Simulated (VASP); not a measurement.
# Be (P6_3/mmc) in VASP: a series of runs

The runs below take Be through single point, relaxation of cell and atoms, with PBEsol.

All numbers are computed with VASP 6.6.1; they aren't measurements. Logs are shortened: lines on timing, memory, paths and dates and some standing lists are left out, and cuts for length are marked.

### Step 1. The cell of the first run

The structure is hexagonal, space group P6_3/mmc (No. 194). The conventional cell has a = 2.255 Å, b = 2.255 Å, c = 3.559 Å, α = 90.00°, β = 90.00°, γ = 120.00°. Within 2.9 Å of Be (site symmetry -6m2) lie 12 Be at 2.20 to 2.25 Å.

### Step 2. Single point, PBEsol

The input, INCAR:

```
PREC = Accurate ; ENCUT = 520
EDIFF = 1E-7 ; ISMEAR = -1
SIGMA = 0.1 ; LREAL = False
LASPH = True ; NELM = 60
ALGO = Normal ; ISIF = 2
LWAVE = False ; LCHARG = False
GGA = PS ; NBANDS = 9
```

The input, KPOINTS:

```
regular mesh
0
Gamma
  11 11 6
```

The input, POSCAR:

```
Be
1.0
    2.2548628398      0.0000000000      0.0000000000
   -1.1274314199      1.9527685014      0.0000000000
    0.0000000000      0.0000000000      3.5587873492
Be
2
Direct
    0.3333333333      0.6666666667      0.2500000000
    0.6666666667      0.3333333333      0.7500000000
```

Potentials or basis: VASP PAW PBE potentials, release 64 (Be).

The run is started by

```sh
$ cat potpaw_PBE.64/Be/POTCAR > POTCAR
$ mpirun -np 1 vasp_std > vasp.out
```

OUTCAR:

```text
PREC = Accurate
   ENCUT = 520
   EDIFF = 1E-7
   ISMEAR = -1
   LREAL = False
   LASPH = True
   NELM = 60
   ISIF = 2
   GGA = PS

 ion  position               nearest neighbor table
   1  0.333  0.667  0.250-   2 2.20   2 2.20   2 2.20   2 2.20   2 2.20   2 2.20
   2  0.667  0.333  0.750-   1 2.20   1 2.20   1 2.20   1 2.20   1 2.20   1 2.20

  LATTYP: Found a hexagonal cell.
 ALAT       =     2.2548628398
 C/A-ratio  =     1.5782722064

  Lattice vectors:

 A1 = (   2.2548628398,   0.0000000000,   0.0000000000)
 A2 = (  -1.1274314199,   1.9527685014,   0.0000000000)
 A3 = (   0.0000000000,   0.0000000000,   3.5587873492)

Analysis of symmetry for initial positions (statically):
=====================================================================
 Subroutine PRICEL returns:
 Original cell was already a primitive cell.

 Routine SETGRP: Setting up the symmetry group for a
 hexagonal supercell.

 Subroutine GETGRP returns: Found 24 space group operations
 (whereof 12 operations were pure point group operations)
 out of a pool of 24 trial point group operations.

The static configuration has the point symmetry D_3d.
 The point group associated with its full space group is D_6h.

Analysis of symmetry for dynamics (positions and initial velocities):
=====================================================================
 Subroutine PRICEL returns:
 Original cell was already a primitive cell.

 Routine SETGRP: Setting up the symmetry group for a
 hexagonal supercell.

 Subroutine GETGRP returns: Found 24 space group operations
 (whereof 12 operations were pure point group operations)
 out of a pool of 24 trial point group operations.

The dynamic configuration has the point symmetry D_3d.
 The point group associated with its full space group is D_6h.

 Subroutine INISYM returns: Found 24 space group operations
 (whereof 12 operations are pure point group operations),
 and found     1 'primitive' translations

----------------------------------------------------------------------------------------

                                     Primitive cell

  volume of cell :      15.6701

  direct lattice vectors                    reciprocal lattice vectors
     2.254862840  0.000000000  0.000000000     0.443485955  0.256046736  0.000000000
    -1.127431420  1.952768501  0.000000000     0.000000000  0.512093471  0.000000000
     0.000000000  0.000000000  3.558787349     0.000000000  0.000000000  0.280994592

  length of vectors
     2.254862840  2.254862840  3.558787349     0.512093471  0.512093471  0.280994592

  position of ions in fractional coordinates (direct lattice)
     0.333333333  0.666666667  0.250000000
     0.666666667  0.333333333  0.750000000

  ion indices of the primitive-cell ions
   primitive index   ion index
                 1           1
                 2           2

----------------------------------------------------------------------------------------

 KPOINTS: regular mesh

Automatic generation of k-mesh.
 Grid dimensions read from file:
 generate k-points for:   11   11    6

 Generating k-lattice:

  Cartesian coordinates                     Fractional coordinates (reciprocal lattice)
     0.040316905  0.023276976  0.000000000     0.090909091  0.000000000  0.000000000
     0.000000000  0.046553952  0.000000000     0.000000000  0.090909091  0.000000000
     0.000000000  0.000000000  0.046832432     0.000000000  0.000000000  0.166666667

  Length of vectors
     0.046553952  0.046553952  0.046832432

  Shift w.r.t. Gamma in fractional coordinates (k-lattice)
     0.000000000  0.000000000  0.000000000

 Subroutine IBZKPT returns following result:
 ===========================================

 Found     64 irreducible k-points:

 Following reciprocal coordinates:
            Coordinates               Weight
  0.000000  0.000000  0.000000      1.000000
  0.090909  0.000000  0.000000      6.000000
  0.181818  0.000000  0.000000      6.000000
  0.272727 -0.000000  0.000000      6.000000
  0.363636  0.000000  0.000000      6.000000
  0.454545  0.000000  0.000000      6.000000
[... 16 lines left out ...]
  0.090909  0.090909  0.166667     12.000000
  0.181818  0.090909  0.166667     24.000000
 [... further k-points ...]
   k-points           NKPTS =     64   k-points in BZ     NKDIM =     64   number of bands    NBANDS=      9
   number of dos      NEDOS =    301   number of ions     NIONS =      2
   total plane-waves  NPLWV =   9072
   dimension x,y,z NGX =    18 NGY =   18 NGZ =   28
   dimension x,y,z NGXF=    36 NGYF=   36 NGZF=   56
   ions per type =               2
   NGX,Y,Z   is equivalent  to a cutoff of  13.27, 13.27, 13.08 a.u.
   NGXF,Y,Z  is equivalent  to a cutoff of  26.54, 26.54, 26.16 a.u.
 SYSTEM =  unknown system
   PREC   = accura    normal or accurate (medium, high low for compatibility)
   ISTART =      0    job   : 0-new  1-cont  2-samecut
   ICHARG =      2    charge: 1-file 2-atom 10-const
   ISPIN  =      1    spin polarized calculation?
   LNONCOLLINEAR =      F non collinear calculations
   LSORBIT =      F    spin-orbit coupling
   LASPH  =      T    aspherical Exc in radial PAW
   ENCUT  =  520.0 eV  38.22 Ry    6.18 a.u.   4.19  4.19  6.62*2*pi/ulx,y,z
   NELM   =     60;   NELMIN=  2; NELMDL= -5     # of ELM steps
   EDIFF  = 0.1E-06   stopping-criterion for ELM
   LREAL  =      F    real-space projection
   EDIFFG = 0.1E-05   stopping-criterion for IOM
   NSW    =      0    number of steps for IOM
   IBRION =     -1    ionic relax: 0-MD 1-quasi-New 2-CG
   NFREE  =      0    steps in history (QN), initial steepest desc. (CG)
   ISIF   =      2    stress and relaxation
   ISYM   =      2    0-nonsym 1-usesym 2-fastsym
   POTIM  = 0.5000    time-step for ionic-motion
   TEBEG  =    0.0;   TEEND  =   0.0 temperature during run
   PSTRESS=    0.0 pullay stress
   NELECT =       4.0000    total number of electrons
   NUPDOWN=      -1.0000    fix difference up-down
   EMIN   =  10.00;   EMAX   =-10.00  energy-range for DOS
   EFERMI =   0.00;   METHOD = LEGACY
   ISMEAR =    -1;   SIGMA  =   0.10  broadening in eV -4-tet -1-fermi 0-gaus
   EFERMI_NEDOS =   21; number of points for ismear=-14 and -15
   IALGO  =     38    algorithm
   IMIX   =      4    mixing-type and parameters
     AMIX     =   0.40;   BMIX     =  1.00
     AMIX_MAG =   1.60;   BMIX_MAG =  1.00
  volume/ion in A,a.u.               =       7.84        52.87
  Fermi-wavevector in a.u.,A,eV,Ry     =   1.038494  1.962468 14.673463  1.078469
  Thomas-Fermi vector in A             =   2.172980
   LORBIT       =      0    0 simple, 1 ext, 2 COOP (PROOUT), +10 PAW based schemes
   GGA     = PS    functional components
   LHFCALC =     F    Hartree Fock is set to
   AEXX    =    0.0000 exact exchange contribution
   IVDW    =     0    specifies the selected vdW correction
   LEPSILON=     F    determine dielectric tensor
   LRPA    =     F    only Hartree local field effects (RPA)
 non-spin polarized calculation
  energy-cutoff  :      520.00
  volume of cell :       15.67
 maximum number of plane-waves:       446
 NGX is ok and might be reduce to    18
   NGX =  9   NGY =  9   NGZ = 13

 number of electron       4.0000000 magnetization

 Free energy of the ion-electron system (eV)
  ---------------------------------------------------
  ext. energy  EPLUGINS =         0.00000000
  ---------------------------------------------------
  free energy    TOTEN  =        -7.98382697 eV

  energy without entropy =       -7.97573608  energy(sigma->0) =       -7.97978153

 E-fermi :   7.3968     XC(G=0): -10.6378

 val. band max:        7.3286862032   @ k =   0.3636   0.2727   0.3333
 cond. band min:       7.4352983734   @ k =   0.3636   0.2727   0.1667
 fundamental gap:      0.1066121703
 Fermi energy:         7.3967551739

 k-point     1 :       0.0000    0.0000    0.0000
  band No.  band energies     occupation
      1      -4.3038      2.00000
      2       2.5764      2.00000
      3       8.2057      0.00061
      4      23.2443      0.00000
      5      23.2443      0.00000
      6      26.0955      0.00000
      7      26.0955      0.00000
      8      28.1240      0.00000
      9      34.3702      0.00000

 k-point     2 :       0.0909    0.0000    0.0000
  band No.  band energies     occupation
      1      -4.0657      2.00000
      2       2.8905      2.00000
      3       8.2716      0.00032
      4      21.4177      0.00000
      5      21.9799      0.00000
      6      26.0859      0.00000
      7      26.6266      0.00000
      8      27.6571      0.00000
      9      31.5713      0.00000

 k-point     3 :       0.1818    0.0000    0.0000
  band No.  band energies     occupation
      1      -3.3505      2.00000
      2       3.8299      2.00000
      3       8.4132      0.00008
      4      17.8341      0.00000
      5      20.0363      0.00000
      6      25.5406      0.00000
      7      25.7285      0.00000
      8      26.4219      0.00000
      9      28.1637      0.00000

 k-point     4 :       0.2727   -0.0000    0.0000
  band No.  band energies     occupation
      1      -2.1592      2.00000
      2       5.3840      2.00000
      3       8.2796      0.00029
      4      14.6159      0.00000
      5      18.3911      0.00000
      6      22.1019      0.00000
      7      22.9098      0.00000
      8      25.5298      0.00000
      9      27.0351      0.00000

 k-point     5 :       0.3636    0.0000    0.0000
  band No.  band energies     occupation
      1      -0.5099      2.00000
      2       6.9162      1.98377
      3       7.5174      0.46077
      4      13.3063      0.00000
      5      17.2449      0.00000
      6      18.0215      0.00000
      7      19.8501      0.00000
      8      24.6976      0.00000
      9      26.9493      0.00000

 k-point     6 :       0.4545    0.0000    0.0000
  band No.  band energies     occupation
      1       1.4453      2.00000
      2       4.6162      2.00000
      3      10.0108      0.00000
      4      13.7044      0.00000
      5      14.4530      0.00000
      6      16.6612      0.00000
      7      17.6489      0.00000
      8      24.2335      0.00000
      9      26.9729      0.00000
[... 169 lines left out ...]
 k-point    21 :       0.3636    0.0000    0.1667
  band No.  band energies     occupation
      1      -0.2767      2.00000
      2       5.1084      2.00000
      3       9.0074      0.00000
      4      13.8164      0.00000
      5      16.8236      0.00000
      6      17.5407      0.00000
      7      21.7835      0.00000
      8      23.6701      0.00000
      9      26.7534      0.00000

 k-point    22 :       0.4545    0.0000    0.1667
  band No.  band energies     occupation
      1       1.6533      2.00000
      2       4.4925      2.00000
      3       9.3876      0.00000
      4      12.0290      0.00000
      5      16.4902      0.00000
      6      16.9590      0.00000
      7      19.1493      0.00000
      8      23.1719      0.00000
      9      26.7667      0.00000

 k-point    23 :       0.0909    0.0909    0.1667
  band No.  band energies     occupation
      1      -3.3474      2.00000
      2       2.2234      2.00000
      3      10.2256      0.00000
      4      19.4995      0.00000
      5      20.0880      0.00000
      6      25.1022      0.00000
      7      25.5379      0.00000
      8      25.7725      0.00000
      9      30.6432      0.00000

 k-point    24 :       0.1818    0.0909    0.1667
  band No.  band energies     occupation
      1      -2.3921      2.00000
      2       3.2845      2.00000
      3      10.4626      0.00000
      4      16.0504      0.00000
      5      18.1491      0.00000
      6      22.3106      0.00000
      7      24.1091      0.00000
      8      25.1684      0.00000
      9      29.4579      0.00000

 [... further k-points ...]

------------------------ aborting loop because EDIFF is reached ----------------------------------------

  FORCE on cell =-STRESS in cart. coord.  units (eV):
  Direction    XX          YY          ZZ          XY          YZ          ZX
  --------------------------------------------------------------------------------------
  -------------------------------------------------------------------------------------
  Total        0.0344744      0.0344744      0.0411813      0.0000000     -0.0000000      0.0000000
  in kB        3.5247980      3.5247980      4.2105408      0.0000000     -0.0000000      0.0000000
  external PRESSURE =       3.7533789 kB  Pullay stress =       0.0000000 kB

 VOLUME and BASIS-vectors are now :
 -----------------------------------------------------------------------------
  energy-cutoff  :      520.00
  volume of cell :       15.67
      direct lattice vectors                 reciprocal lattice vectors
     2.254862840  0.000000000  0.000000000     0.443485955  0.256046736  0.000000000
    -1.127431420  1.952768501  0.000000000     0.000000000  0.512093471  0.000000000
     0.000000000  0.000000000  3.558787349     0.000000000  0.000000000  0.280994592

 POSITION                                       TOTAL-FORCE (eV/Angst)
 -----------------------------------------------------------------------------------
     -0.00000      1.30185      0.88970        -0.000000      0.000000      0.000000
      1.12743      0.65092      2.66909         0.000000     -0.000000      0.000000
 -----------------------------------------------------------------------------------
    total drift:                                0.000000     -0.000000      0.000000

  FREE ENERGIE OF THE ION-ELECTRON SYSTEM (eV)
  ---------------------------------------------------
  free  energy   TOTEN  =        -7.9838269716 eV

  energy  without entropy=       -7.9757360810  energy(sigma->0) =       -7.97978153
```

Run time: 7.9 s. Hardware: 1 thread of Intel Xeon Platinum 8375C at 2.90GHz (Ice Lake), shared host; peak memory 0.12 GiB.

Results:

```
Free energy            : -7.9838 eV
Pressure               : 0.4 GPa
Band gap on the k mesh : zero (band 2 reaches 7.71 eV, above the bottom of band 3 at 7.33 eV)
```

Levels at points of the mesh, in eV from the Fermi level:
| k point | band 1 | band 2 | band 3 | band 4 | band 5 | band 6 | band 7 |
| --- | --- | --- | --- | --- | --- | --- | --- |
| (0.00, 0.00, 0.00) | -11.70 | -4.82 | 0.81 | 15.85 | 15.85 | 18.70 | 18.70 |
| (0.00, 0.00, 0.50) | -9.54 | -9.54 | 10.41 | 10.41 | 17.50 | 17.50 | 17.50 |

Caveat: the PAW data sets were made with another functional, which shifts forces and pressure a little.

### Step 3. Relaxation of cell and atoms, PBEsol

This run uses another cell than the first one, of 8.11 Å³/atom, 1.035 times its volume.

The input, INCAR:

```
SYSTEM = Be
PREC = Accurate
ENCUT = 600
EDIFF = 1E-6
ISMEAR = -1
SIGMA = 0.1
LREAL = .FALSE.
LASPH = .TRUE.
NELM = 80
ALGO = Normal
ISIF = 3
LWAVE = .FALSE.
LCHARG = .FALSE.
GGA = PS
IBRION = 2
NSW = 80
EDIFFG = -0.03
```

The input, KPOINTS:

```
regular mesh
0
G
  11 11 6
  0 0 0
```

The input, POSCAR:

```
Be
1.0
    2.2853000000      0.0000000000      0.0000000000
   -1.1426500000      1.9791278600      0.0000000000
    0.0000000000      0.0000000000      3.5842000000
Be
2
Direct
    0.3333333333      0.6666666667      0.2500000000
    0.6666666667      0.3333333333      0.7500000000
```

Potentials or basis: VASP PAW PBE potentials, release 64 (Be).

The run is started by

```sh
$ cat potpaw_PBE.64/Be/POTCAR > POTCAR
$ mpirun -np 1 vasp_std > vasp.out
```

Run time: 7.7 s. Hardware: 1 thread of Intel Xeon Platinum 8375C at 2.90GHz (Ice Lake), shared host; peak memory 0.12 GiB.

Results (log left out):

| Quantity | Value |
| --- | --- |
| Free energy | -7.9839 eV |
| Relaxed volume | 7.86 Å³/atom |
| Relaxed cell | a = 2.258 Å, b = 2.258 Å, c = 3.558 Å, α = 90.00°, β = 90.00°, γ = 120.00° |
| Space group after relaxing (to 0.05 Å) | P6_3/mmc (No. 194) |
| Energy gained by relaxing | 3.0 meV/atom |
| Ionic steps | 3 |
| Pressure after relaxing | 0.0 GPa |
| Band gap on the k mesh | zero (band 2 reaches 7.69 eV, above the bottom of band 3 at 7.30 eV) |

Stress tensor (GPa, compression positive):
```
-0.15  0.00  0.00
 0.00 -0.15  0.00
 0.00  0.00  0.43
```

Step by step:
```tsv
step	energy change (eV)	largest force (eV/Å)	pressure (GPa)	volume (Å³)
1	0.0000	0.0000	-3.58	16.21
2	-0.0058	0.0000	-0.55	15.79
3	-0.0060	0.0000	0.04	15.71
```

Final structure:
```
Be
1.0
     2.25812    0.00000    0.00000
    -1.12906    1.95559    0.00000
     0.00000    0.00000    3.55835
Be
2
Cartesian
  0.0000 1.3037 0.8896
  1.1291 0.6519 2.6688
```

Levels at points of the mesh, in eV from the Fermi level:
| k point | band 1 | band 2 | band 3 | band 4 | band 5 | band 6 |
| --- | --- | --- | --- | --- | --- | --- |
| (0.00, 0.00, 0.00) | -11.68 | -4.79 | 0.83 | 15.79 | 15.79 | 18.64 |
| (0.00, 0.00, 0.50) | -9.52 | -9.52 | 10.44 | 10.44 | 17.44 | 17.44 |

Caveat: the PAW data sets were made with another functional, which shifts forces and pressure a little.
